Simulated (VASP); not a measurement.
# SrRe: single point with PBE

The system is SrRe.

```xyz
2
Lattice="2.9712 0.0000 0.0000 -1.4856 2.5731 0.0000 0.0000 0.0000 5.5116" Properties=species:S:1:pos:R:3 pbc="T T T"
Sr    0.0000    1.7154    2.7558
Re    0.0000    0.0000    0.0000
```

```json
{
 "Program": "VASP 6.6.1",
 "Task": "single point",
 "Functional": "PBE",
 "Potentials or basis": "VASP PAW PBE potentials, release 64 (Sr_sv, Re)",
 "Cutoff": "520 eV",
 "k mesh": "24 × 24 × 10",
 "Occupations": "gaussian, width 0.1 eV",
 "Spin": "no spin polarisation",
 "Dipole correction": "no",
 "Further INCAR settings": "ALGO = Fast; EDIFF = 1e-06; NBANDS = 16"
}
```

```yaml
Pressure: 0.2 GPa
```

Stress tensor (GPa, compression positive):
```
0.35 0.00 0.00
0.00 0.35 0.00
0.00 0.00 0.05
```

Levels at points of the mesh, in eV from the Fermi level:
| k point | band 7 | band 8 | band 9 | band 10 | band 11 | band 12 |
| --- | --- | --- | --- | --- | --- | --- |
| (0.00, 0.00, 0.00) | -0.75 | -0.75 | 0.21 | 1.17 | 1.20 | 1.20 |
| (0.50, 0.00, 0.00) | -2.10 | 0.07 | 0.21 | 0.29 | 0.95 | 3.05 |
| (0.00, 0.00, 0.50) | -1.52 | -0.77 | -0.77 | 0.57 | 1.10 | 1.10 |
| (0.50, 0.00, 0.50) | -2.28 | -0.87 | 0.51 | 1.09 | 3.05 | 4.06 |

Run time: 8.5 min on 1 thread of Intel(R) Xeon(R) Platinum 8259CL CPU @ 2.50GHz (Skylake/Cascade Lake) (shared host), peak memory 0.39 GiB.

Caveat: spin-orbit coupling is left out, which moves the levels of the heavy elements.
